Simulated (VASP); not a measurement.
# TePb3Se2 (P-3m1) in VASP: a series of runs, part 2 of 2

VASP 6.6.1.

## (3) Single point, PBE (volume scaled by 1.06, then relaxed in part)

The input, INCAR:

```
SYSTEM = TePb3Se2
PREC = Accurate
ENCUT = 520
EDIFF = 1E-6
ISMEAR = 0
SIGMA = 0.02
LREAL = .False.
LASPH = .True.
NELM = 100
ALGO = Normal
ISIF = 2
LWAVE = .False.
LCHARG = .False.
GGA = PE
NBANDS = 39
```

The input, KPOINTS:

```
regular mesh
0
Gamma
  12 12 4
  0 0 0
```

The input, POSCAR:

```
TePb3Se2
1.0
    4.5648664885      0.0000000295      0.0000000000
   -2.2824332697      3.9532903292      0.0000000000
    0.0000000000      0.0000000000     11.1904886272
Te Pb Se
1 3 2
Direct
    0.0000000000      0.0000000000      0.5000000000
    0.3333333333      0.6666666667      0.6804610312
    0.6666666667      0.3333333333      0.3195389688
    0.0000000000      0.0000000000      0.0000000000
    0.3333333333      0.6666666667      0.1604684396
    0.6666666667      0.3333333333      0.8395315604
```

Potentials or basis: VASP PAW PBE potentials, release 64 (Te, Pb_d, Se).

Started as:

```bash
$ cat potpaw_PBE.64/Te/POTCAR potpaw_PBE.64/Pb_d/POTCAR potpaw_PBE.64/Se/POTCAR > POTCAR
$ mpirun -np 1 vasp_std > vasp.out
```

OUTCAR:

```text
SYSTEM = TePb3Se2
   PREC = Accurate
   ENCUT = 520
   EDIFF = 1E-6
   ISMEAR = 0
   LREAL = .False.
   LASPH = .True.
   NELM = 100
   ISIF = 2
   GGA = PE

 ion  position               nearest neighbor table
   1  0.000  0.000  0.500-   2 3.32   3 3.32   2 3.32   3 3.32   3 3.32   2 3.32
   2  0.333  0.667  0.680-   6 3.18   6 3.18   6 3.18   1 3.32   1 3.32   1 3.32
   3  0.667  0.333  0.320-   5 3.18   5 3.18   5 3.18   1 3.32   1 3.32   1 3.32
   4  0.000  0.000  0.000-   5 3.19   6 3.19   5 3.19   6 3.19   6 3.19   5 3.19
   5  0.333  0.667  0.160-   3 3.18   3 3.18   3 3.18   4 3.19   4 3.19   4 3.19
   6  0.667  0.333  0.840-   2 3.18   2 3.18   2 3.18   4 3.19   4 3.19   4 3.19

  LATTYP: Found a hexagonal cell.
 ALAT       =     4.5648664885
 C/A-ratio  =     2.4514383182

  Lattice vectors:

 A1 = (   4.5648664885,   0.0000000295,   0.0000000000)
 A2 = (  -2.2824332697,   3.9532903292,   0.0000000000)
 A3 = (   0.0000000000,   0.0000000000,  11.1904886272)

Analysis of symmetry for initial positions (statically):
=====================================================================
 Subroutine PRICEL returns:
 Original cell was already a primitive cell.

 Routine SETGRP: Setting up the symmetry group for a
 hexagonal supercell.

 Subroutine GETGRP returns: Found 12 space group operations
 (whereof 12 operations were pure point group operations)
 out of a pool of 24 trial point group operations.

The static configuration has the point symmetry D_3d.

Analysis of symmetry for dynamics (positions and initial velocities):
=====================================================================
 Subroutine PRICEL returns:
 Original cell was already a primitive cell.

 Routine SETGRP: Setting up the symmetry group for a
 hexagonal supercell.

 Subroutine GETGRP returns: Found 12 space group operations
 (whereof 12 operations were pure point group operations)
 out of a pool of 24 trial point group operations.

The dynamic configuration has the point symmetry D_3d.

 Subroutine INISYM returns: Found 12 space group operations
 (whereof 12 operations are pure point group operations),
 and found     1 'primitive' translations

----------------------------------------------------------------------------------------

                                     Primitive cell

  volume of cell :     201.9463

  direct lattice vectors                    reciprocal lattice vectors
     4.564866488  0.000000029  0.000000000     0.219064456  0.126476925  0.000000000
    -2.282433270  3.953290329  0.000000000    -0.000000002  0.252953847  0.000000000
     0.000000000  0.000000000 11.190488627     0.000000000  0.000000000  0.089361603

  length of vectors
     4.564866488  4.564866488 11.190488627     0.252953847  0.252953847  0.089361603

  position of ions in fractional coordinates (direct lattice)
     0.000000000  0.000000000  0.500000000
     0.333333333  0.666666667  0.680461031
     0.666666667  0.333333333  0.319538969
     0.000000000  0.000000000  0.000000000
     0.333333333  0.666666667  0.160468440
     0.666666667  0.333333333  0.839531560

  ion indices of the primitive-cell ions
[... 25 lines left out ...]

  Shift w.r.t. Gamma in fractional coordinates (k-lattice)
     0.000000000  0.000000000  0.000000000

 Subroutine IBZKPT returns following result:
 ===========================================

 Found     69 irreducible k-points:

 Following reciprocal coordinates:
            Coordinates               Weight
  0.000000  0.000000  0.000000      1.000000
  0.083333  0.000000  0.000000      6.000000
  0.166667 -0.000000  0.000000      6.000000
  0.250000 -0.000000  0.000000      6.000000
  0.333333 -0.000000  0.000000      6.000000
  0.416667 -0.000000  0.000000      6.000000
[... 16 lines left out ...]
  0.166667 -0.000000  0.250000      6.000000
  0.000000  0.166667  0.250000      6.000000
 [... further k-points ...]
   k-points           NKPTS =     69   k-points in BZ     NKDIM =     69   number of bands    NBANDS=     39
   number of dos      NEDOS =    301   number of ions     NIONS =      6
   total plane-waves  NPLWV = 108864
   dimension x,y,z NGX =    36 NGY =   36 NGZ =   84
   dimension x,y,z NGXF=    72 NGYF=   72 NGZF=  168
   ions per type =               1   3   2
   NGX,Y,Z   is equivalent  to a cutoff of  13.11, 13.11, 12.48 a.u.
   NGXF,Y,Z  is equivalent  to a cutoff of  26.22, 26.22, 24.96 a.u.
 SYSTEM =  TePb3Se2
   PREC   = accura    normal or accurate (medium, high low for compatibility)
   ISTART =      0    job   : 0-new  1-cont  2-samecut
   ICHARG =      2    charge: 1-file 2-atom 10-const
   ISPIN  =      1    spin polarized calculation?
   LNONCOLLINEAR =      F non collinear calculations
   LSORBIT =      F    spin-orbit coupling
   LASPH  =      T    aspherical Exc in radial PAW
   ENCUT  =  520.0 eV  38.22 Ry    6.18 a.u.   8.49  8.49 20.81*2*pi/ulx,y,z
   NELM   =    100;   NELMIN=  2; NELMDL= -5     # of ELM steps
   EDIFF  = 0.1E-05   stopping-criterion for ELM
   LREAL  =      F    real-space projection
   EDIFFG = 0.1E-04   stopping-criterion for IOM
   NSW    =      0    number of steps for IOM
   IBRION =     -1    ionic relax: 0-MD 1-quasi-New 2-CG
   NFREE  =      0    steps in history (QN), initial steepest desc. (CG)
   ISIF   =      2    stress and relaxation
   ISYM   =      2    0-nonsym 1-usesym 2-fastsym
   POTIM  = 0.5000    time-step for ionic-motion
   TEBEG  =    0.0;   TEEND  =   0.0 temperature during run
   PSTRESS=    0.0 pullay stress
   NELECT =      60.0000    total number of electrons
   NUPDOWN=      -1.0000    fix difference up-down
   EMIN   =  10.00;   EMAX   =-10.00  energy-range for DOS
   EFERMI =   0.00;   METHOD = LEGACY
   ISMEAR =     0;   SIGMA  =   0.02  broadening in eV -4-tet -1-fermi 0-gaus
   EFERMI_NEDOS =   21; number of points for ismear=-14 and -15
   IALGO  =     38    algorithm
   IMIX   =      4    mixing-type and parameters
     AMIX     =   0.40;   BMIX     =  1.00
     AMIX_MAG =   1.60;   BMIX_MAG =  1.00
  volume/ion in A,a.u.               =      33.66       227.13
  Fermi-wavevector in a.u.,A,eV,Ry     =   1.092396  2.064328 16.236217  1.193328
  Thomas-Fermi vector in A             =   2.228660
   LORBIT       =      0    0 simple, 1 ext, 2 COOP (PROOUT), +10 PAW based schemes
   GGA     = PE    functional components
   LHFCALC =     F    Hartree Fock is set to
   AEXX    =    0.0000 exact exchange contribution
   IVDW    =     0    specifies the selected vdW correction
   LEPSILON=     F    determine dielectric tensor
   LRPA    =     F    only Hartree local field effects (RPA)
 non-spin polarized calculation
 Gauss-broadening in eV      SIGMA  =   0.02
  energy-cutoff  :      520.00
  volume of cell :      201.95
 maximum number of plane-waves:      5495
 NGX is ok and might be reduce to    36
   NGX = 17   NGY = 17   NGZ = 41

 number of electron      60.0000004 magnetization

 Free energy of the ion-electron system (eV)
  ---------------------------------------------------
  ext. energy  EPLUGINS =         0.00000000
  ---------------------------------------------------
  free energy    TOTEN  =       -23.79685982 eV

  energy without entropy =      -23.79685982  energy(sigma->0) =      -23.79685982

 E-fermi :   4.1283     XC(G=0):  -8.9844

 val. band max:        3.9872997974   @ k =   0.0000   0.0000   0.5000
 cond. band min:       4.6891068257   @ k =   0.5000  -0.0000   0.5000
 fundamental gap:      0.7018070283
 Fermi energy:         4.1283486535

 k-point     1 :       0.0000    0.0000    0.0000
  band No.  band energies     occupation
      1     -12.6577      2.00000
      2     -12.6514      2.00000
      3     -12.6514      2.00000
      4     -12.6464      2.00000
      5     -12.6464      2.00000
      6     -12.6223      2.00000
[... 997 lines left out ...]
     38       8.2840      0.00000
     39       8.2869      0.00000

 [... further k-points ...]
[... 5 lines left out ...]
  --------------------------------------------------------------------------------------
  -------------------------------------------------------------------------------------
  Total       -2.8493004     -2.8493004     -2.8470163     -0.0000000     -0.0000000     -0.0000000
  in kB      -22.6054409    -22.6054409    -22.5873194     -0.0000000     -0.0000000     -0.0000000
  external PRESSURE =     -22.5994004 kB  Pullay stress =       0.0000000 kB

 VOLUME and BASIS-vectors are now :
 -----------------------------------------------------------------------------
  energy-cutoff  :      520.00
  volume of cell :      201.95
      direct lattice vectors                 reciprocal lattice vectors
     4.564866488  0.000000029  0.000000000     0.219064456  0.126476925  0.000000000
    -2.282433270  3.953290329  0.000000000    -0.000000002  0.252953847  0.000000000
     0.000000000  0.000000000 11.190488627     0.000000000  0.000000000  0.089361603

 POSITION                                       TOTAL-FORCE (eV/Angst)
 -----------------------------------------------------------------------------------
      0.00000      0.00000      5.59524        -0.000000      0.000000      0.000000
     -0.00000      2.63553      7.61469        -0.000000      0.000000     -0.001682
      2.28243      1.31776      3.57580         0.000000     -0.000000      0.001682
      0.00000      0.00000      0.00000        -0.000000      0.000000      0.000000
     -0.00000      2.63553      1.79572        -0.000000      0.000000      0.000324
      2.28243      1.31776      9.39477         0.000000      0.000000     -0.000324
 -----------------------------------------------------------------------------------
    total drift:                               -0.000000     -0.000000      0.000000

  FREE ENERGIE OF THE ION-ELECTRON SYSTEM (eV)
  ---------------------------------------------------
  free  energy   TOTEN  =       -23.7968598203 eV

  energy  without entropy=      -23.7968598203  energy(sigma->0) =      -23.79685982
```

OSZICAR:

```text
N       E                     dE             d eps       ncg     rms          rms(c)
DAV:   1     0.631832059644E+03    0.63183E+03   -0.26523E+04  5382   0.153E+03
DAV:   2     0.514188451633E+02   -0.58041E+03   -0.56288E+03  5529   0.415E+02
DAV:   3    -0.207654157369E+02   -0.72184E+02   -0.70007E+02  7029   0.169E+02
DAV:   4    -0.245573244878E+02   -0.37919E+01   -0.37688E+01  6355   0.416E+01
DAV:   5    -0.247285272384E+02   -0.17120E+00   -0.17117E+00  6659   0.896E+00    0.469E+00
DAV:   6    -0.237895524322E+02    0.93897E+00   -0.16258E+00  7687   0.692E+00    0.265E+00
DAV:   7    -0.237885067085E+02    0.10457E-02   -0.46322E-01  5960   0.242E+00    0.145E+00
DAV:   8    -0.237966167263E+02   -0.81100E-02   -0.37927E-02  6784   0.150E+00    0.281E-01
DAV:   9    -0.237963866174E+02    0.23011E-03   -0.53520E-03  6622   0.431E-01    0.173E-01
DAV:  10    -0.237967189438E+02   -0.33233E-03   -0.12684E-03  6701   0.143E-01    0.823E-02
DAV:  11    -0.237968562608E+02   -0.13732E-03   -0.15306E-04  6303   0.629E-02    0.303E-02
DAV:  12    -0.237968588852E+02   -0.26244E-05   -0.57457E-05  7355   0.438E-02    0.160E-02
DAV:  13    -0.237968594256E+02   -0.54043E-06   -0.30980E-05  6262   0.392E-02    0.462E-03
DAV:  14    -0.237968598203E+02   -0.39471E-06   -0.30201E-06  5193   0.913E-03
   1 F= -.23796860E+02 E0= -.23796860E+02  d E =-.499362E-26
```

Wall time 4.3 min (1 thread of Intel Xeon 6975P-C (Granite Rapids), shared host); peak memory 0.65 GiB.

Results:

- Free energy: -23.7969 eV
- Pressure: -2.3 GPa
- Band gap on the k mesh: 0.70 eV, indirect (least direct gap 0.71 eV)

Levels at points of the mesh, in eV from the valence-band top:
```tsv
k point	band 26	band 27	band 28	band 29	band 30	band 31	band 32	band 33	band 34	band 35
(0.00, 0.00, 0.00)	-1.20	-0.56	-0.56	-0.46	-0.43	1.45	1.68	2.28	2.28	2.34
(0.50, 0.00, 0.00)	-1.98	-1.60	-1.19	-1.08	-1.08	2.04	2.08	2.66	2.86	3.06
(0.00, 0.00, 0.50)	-1.02	-0.90	-0.54	-0.54	0.00	0.73	1.80	1.80	3.04	3.17
(0.50, 0.00, 0.50)	-2.03	-2.02	-0.85	-0.79	-0.01	0.70	1.80	1.82	3.84	3.91
```

Caveat: spin-orbit coupling is left out, which moves the levels of the heavy elements.
